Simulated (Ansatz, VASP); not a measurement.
## HfB5: VASP beside Ansatz

```
CELL_PARAMETERS angstrom
4.47421 0.00000 0.00000
-2.23710 3.87478 0.00000
0.00000 0.00000 3.64592
ATOMIC_POSITIONS crystal
Hf 0.00000 0.00000 0.00000
B 0.33333 0.66667 0.00000
B 0.66667 0.33333 0.00000
B 0.50000 0.00000 0.50000
B 0.50000 0.50000 0.50000
B 0.00000 0.50000 0.50000
```

Change from the starting cell: species swapped into the HoNi5 type (P6/mmm, No. 191).

Alike in both runs: task relaxation of cell and atoms; functional PBE; k mesh 6 × 6 × 6; occupations gaussian, width 0.1 eV; no spin polarisation.

|  | VASP | Ansatz |
| --- | --- | --- |
| version | VASP 6.6.1 | Ansatz 0.2.0 |
| potentials or method | VASP PAW PBE potentials, release 64 (Hf_pv, B), cutoff 600 eV | scalar-relativistic, plane waves, PAW |
| valence electrons in the cell | 25 | 41 |

VASP gave:

```
gap on the k mesh at the Fermi level, each at its own relaxed structure (eV) : none
relaxed volume (Å³/atom)                                                     : 7.94
relaxed cell length with the largest relative difference (Å)                 : 2.942
```

Q: What did Ansatz give for the same quantities?

A: gap on the k mesh at the Fermi level, each at its own relaxed structure (eV): none; relaxed volume (Å³/atom): 7.95; relaxed cell length with the largest relative difference (Å): 2.945.

A gap of «none» marks a metal or a gap that the smearing closes. VASP's potentials hold 25 valence electrons a cell and Ansatz's 41, so a difference there can come from the potentials and not from the codes.

Neither program's run includes spin-orbit coupling. Noted on VASP's run: the volume moved by over 15 % at a fixed basis, so the end points are rough.
